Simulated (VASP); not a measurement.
# V (Im-3m) in VASP: density of states with LDA

Aim: the density of states of V with LDA.

All numbers are computed with VASP 6.6.1; they aren't measurements. Logs are shortened: lines on timing, memory, paths and dates and some standing lists are left out, and cuts for length are marked.

## Step 1: The cell of the first run

Symmetry: Im-3m, No. 229, cubic system. The conventional cell has a = 3.029 Å, b = 3.029 Å, c = 3.029 Å, α = 90.00°, β = 90.00°, γ = 90.00°. V (site symmetry m-3m) has 14 V at 2.62 to 3.03 Å within 3.5 Å.

## Step 2: Density of states, LDA

File POSCAR:

```
V
1.0
   -1.5143500000      1.5143500000      1.5143500000
    1.5143500000     -1.5143500000      1.5143500000
    1.5143500000      1.5143500000     -1.5143500000
V
1
Direct
    0.0000000000      0.0000000000      0.0000000000
```

File INCAR.step1:

```
SYSTEM = V
PREC = Accurate
ENCUT = 520
EDIFF = 1E-6
ISMEAR = -1
SIGMA = 0.08
LREAL = .False.
LASPH = .True.
NELM = 60
ALGO = Normal
ISIF = 2
LWAVE = .False.
LCHARG = .True.
LMAXMIX = 4
GGA = CA
NBANDS = 12
```

File KPOINTS.step1:

```
regular mesh
0
Gamma
  15 15 15
  0 0 0
```

File INCAR.step2:

```
SYSTEM = V
PREC = Accurate
ENCUT = 520
EDIFF = 1E-6
ISMEAR = -5
SIGMA = 0.08
LREAL = .False.
LASPH = .True.
NELM = 60
ALGO = Normal
ISIF = 2
LWAVE = .False.
LCHARG = .False.
LMAXMIX = 4
GGA = CA
LORBIT = 10
NBANDS = 12
NEDOS = 2001
ICHARG = 11
```

File KPOINTS.step2:

```
regular mesh
0
Gamma
  23 23 23
  0 0 0
```

Potentials or basis: VASP PAW LDA potentials, release 64 (V_sv).

Started as:

```console
$ cat potpaw_LDA.64/V_sv/POTCAR > POTCAR
$ cp INCAR.step1 INCAR
$ cp KPOINTS.step1 KPOINTS
$ mpirun -np 1 vasp_std > vasp.out
$ cp INCAR.step2 INCAR
$ cp KPOINTS.step2 KPOINTS
$ mpirun -np 1 vasp_std > vasp.out
```

OUTCAR:

```text
SYSTEM = V
   PREC = Accurate
   ENCUT = 520
   EDIFF = 1E-6
   ISMEAR = -5
   LREAL = .False.
   LASPH = .True.
   NELM = 60
   ISIF = 2
   GGA = CA
   LORBIT = 10
   ICHARG = 11

 ion  position               nearest neighbor table
   1  0.000  0.000  0.000-

  LATTYP: Found a body centered cubic cell.
 ALAT       =     3.0287000000

  Lattice vectors:

 A1 = (  -1.5143500000,   1.5143500000,   1.5143500000)
 A2 = (   1.5143500000,  -1.5143500000,   1.5143500000)
 A3 = (   1.5143500000,   1.5143500000,  -1.5143500000)

Analysis of symmetry for initial positions (statically):
=====================================================================
 Subroutine PRICEL returns:
 Original cell was already a primitive cell.

 Routine SETGRP: Setting up the symmetry group for a
 body centered cubic supercell.

 Subroutine GETGRP returns: Found 48 space group operations
 (whereof 48 operations were pure point group operations)
 out of a pool of 48 trial point group operations.

The static configuration has the point symmetry O_h .

Analysis of symmetry for dynamics (positions and initial velocities):
=====================================================================
 Subroutine PRICEL returns:
 Original cell was already a primitive cell.

 Routine SETGRP: Setting up the symmetry group for a
 body centered cubic supercell.

 Subroutine GETGRP returns: Found 48 space group operations
 (whereof 48 operations were pure point group operations)
 out of a pool of 48 trial point group operations.

The dynamic configuration has the point symmetry O_h .

 Subroutine INISYM returns: Found 48 space group operations
 (whereof 48 operations are pure point group operations),
 and found     1 'primitive' translations

----------------------------------------------------------------------------------------

                                     Primitive cell

  volume of cell :      13.8912

  direct lattice vectors                    reciprocal lattice vectors
    -1.514350000  1.514350000  1.514350000     0.000000000  0.330174662  0.330174662
     1.514350000 -1.514350000  1.514350000     0.330174662  0.000000000  0.330174662
     1.514350000  1.514350000 -1.514350000     0.330174662  0.330174662  0.000000000

  length of vectors
     2.622931140  2.622931140  2.622931140     0.466937486  0.466937486  0.466937486

  position of ions in fractional coordinates (direct lattice)
     0.000000000  0.000000000  0.000000000

[... 81 lines left out ...]
   IBRION =     -1    ionic relax: 0-MD 1-quasi-New 2-CG
   NFREE  =      0    steps in history (QN), initial steepest desc. (CG)
   ISIF   =      2    stress and relaxation
   ISYM   =      2    0-nonsym 1-usesym 2-fastsym
   POTIM  = 0.5000    time-step for ionic-motion
   TEBEG  =    0.0;   TEEND  =   0.0 temperature during run
   PSTRESS=    0.0 pullay stress
   NELECT =      13.0000    total number of electrons
   NUPDOWN=      -1.0000    fix difference up-down
   EMIN   =  10.00;   EMAX   =-10.00  energy-range for DOS
   EFERMI =   0.00;   METHOD = LEGACY
   ISMEAR =    -5;   SIGMA  =   0.08  broadening in eV -4-tet -1-fermi 0-gaus
   EFERMI_NEDOS =   21; number of points for ismear=-14 and -15
   IALGO  =     38    algorithm
   IMIX   =      4    mixing-type and parameters
     AMIX     =   0.40;   BMIX     =  1.00
     AMIX_MAG =   1.60;   BMIX_MAG =  1.00
  volume/ion in A,a.u.               =      13.89        93.74
  Fermi-wavevector in a.u.,A,eV,Ry     =   1.601313  3.026044 34.888125  2.564205
  Thomas-Fermi vector in A             =   2.698311
   LORBIT       =     10    0 simple, 1 ext, 2 COOP (PROOUT), +10 PAW based schemes
   GGA     = CA    functional components
   LHFCALC =     F    Hartree Fock is set to
   AEXX    =    0.0000 exact exchange contribution
   IVDW    =     0    specifies the selected vdW correction
   LEPSILON=     F    determine dielectric tensor
   LRPA    =     F    only Hartree local field effects (RPA)
 non-spin polarized calculation
 Fermi weights with tetrahedron method with Bloechl corrections
  energy-cutoff  :      520.00
  volume of cell :       13.89
 maximum number of plane-waves:       386

 number of electron      12.9999997 magnetization

 Free energy of the ion-electron system (eV)
  ---------------------------------------------------
  ext. energy  EPLUGINS =         0.00000000
  ---------------------------------------------------
  free energy    TOTEN  =        -9.87059405 eV

  energy without entropy =       -9.87059405  energy(sigma->0) =       -9.87059405

 E-fermi :   9.0961     XC(G=0): -13.0570

 val. band max:        9.1205570504   @ k =   0.3478   0.1739   0.0435
 cond. band min:       9.0902635069   @ k =   0.0870   0.0870   0.0435
 fundamental gap:     -0.0302935435
 Fermi energy:         9.0961484844

 k-point     1 :       0.0000    0.0000    0.0000
  band No.  band energies     occupation
      1     -53.8865      2.00000
      2     -27.6396      2.00000
      3     -27.6396      2.00000
      4     -27.6396      2.00000
      5       2.6540      2.00000
      6       9.4866      0.00000
      7       9.4866      0.00000
      8       9.4866      0.00000
      9      11.4026      0.00000
     10      11.4026      0.00000
     11      29.4098      0.00000
     12      29.4098      0.00000
[... 331 lines left out ...]
 k-point    24 :       0.0870    0.0870    0.0000
  band No.  band energies     occupation
      1     -53.8485      2.00000
      2     -27.8206      2.00000
      3     -27.6809      2.00000
      4     -27.6553      2.00000
      5       3.5131      2.00000
      6       9.2016     -0.02960
      7       9.2759     -0.02244
      8      10.1318      0.00000
      9      11.0729      0.00000
     10      11.4655      0.00000
     11      27.8787      0.00000
     12      28.7397      0.00000

 [... further k-points ...]
[... 5 lines left out ...]
  --------------------------------------------------------------------------------------
  -------------------------------------------------------------------------------------
  Total       -1.6414267     -1.6414267     -1.6414267      0.0000000     -0.0000000     -0.0000000
  in kB     -189.3186030   -189.3186030   -189.3186030      0.0000000     -0.0000000     -0.0000000
  external PRESSURE =    -189.3186030 kB  Pullay stress =       0.0000000 kB

 VOLUME and BASIS-vectors are now :
 -----------------------------------------------------------------------------
  energy-cutoff  :      520.00
  volume of cell :       13.89
      direct lattice vectors                 reciprocal lattice vectors
    -1.514350000  1.514350000  1.514350000     0.000000000  0.330174662  0.330174662
     1.514350000 -1.514350000  1.514350000     0.330174662  0.000000000  0.330174662
     1.514350000  1.514350000 -1.514350000     0.330174662  0.330174662  0.000000000

 POSITION                                       TOTAL-FORCE (eV/Angst)
 -----------------------------------------------------------------------------------
      0.00000      0.00000      0.00000         0.000000     -0.000000      0.000000
 -----------------------------------------------------------------------------------
    total drift:                               -0.000000     -0.000000      0.000000

  FREE ENERGIE OF THE ION-ELECTRON SYSTEM (eV)
  ---------------------------------------------------
  free  energy   TOTEN  =        -9.8705940522 eV

  energy  without entropy=       -9.8705940522  energy(sigma->0) =       -9.87059405

 total charge

# of ion       s       p       d       tot
------------------------------------------
    1        2.336   6.208   3.080  11.624
```

OUTCAR.step1:

```text
SYSTEM = V
   PREC = Accurate
   ENCUT = 520
   EDIFF = 1E-6
   ISMEAR = -1
   LREAL = .False.
[... 575 lines left out ...]

 POSITION                                       TOTAL-FORCE (eV/Angst)
 -----------------------------------------------------------------------------------
      0.00000      0.00000      0.00000         0.000000     -0.000000     -0.000000
 -----------------------------------------------------------------------------------
    total drift:                                0.000000     -0.000000      0.000000

  FREE ENERGIE OF THE ION-ELECTRON SYSTEM (eV)
  ---------------------------------------------------
  free  energy   TOTEN  =        -9.8909013359 eV

  energy  without entropy=       -9.8540503960  energy(sigma->0) =       -9.87247587
```

OSZICAR.step1:

```text
N       E                     dE             d eps       ncg     rms          rms(c)
DAV:   1     0.925154778056E+02    0.92515E+02   -0.70177E+03  2888   0.118E+03
DAV:   2    -0.100112390700E+02   -0.10253E+03   -0.99428E+02  2944   0.334E+02
DAV:   3    -0.113817841907E+02   -0.13705E+01   -0.13672E+01  3184   0.449E+01
DAV:   4    -0.113888557947E+02   -0.70716E-02   -0.70715E-02  3156   0.345E+00
DAV:   5    -0.113889441927E+02   -0.88398E-04   -0.88397E-04  3120   0.363E-01    0.178E+01
DAV:   6    -0.992485307388E+01    0.14641E+01   -0.35509E+00  2980   0.307E+01    0.132E+00
DAV:   7    -0.990239025009E+01    0.22463E-01   -0.47243E-02  2960   0.320E+00    0.966E-01
DAV:   8    -0.989086521567E+01    0.11525E-01   -0.53552E-03  3184   0.113E+00    0.715E-02
DAV:   9    -0.989089321051E+01   -0.27995E-04   -0.34037E-04  2908   0.282E-01    0.522E-02
DAV:  10    -0.989090167963E+01   -0.84691E-05   -0.17001E-05  3212   0.701E-02    0.495E-03
DAV:  11    -0.989090133588E+01    0.34376E-06   -0.12970E-06  2364   0.194E-02
   1 F= -.98909013E+01 E0= -.98724759E+01  d E =-.368509E-01
```

It took 34 s on 1 thread of Intel Xeon 6975P-C, shared host; peak memory 0.19 GiB.

What came out:

```yaml
Valence_electrons_inside_the_program's_atomic_spheres: V 11.62
```

Caveat: tetrahedron occupations give inexact forces and stress in metals.
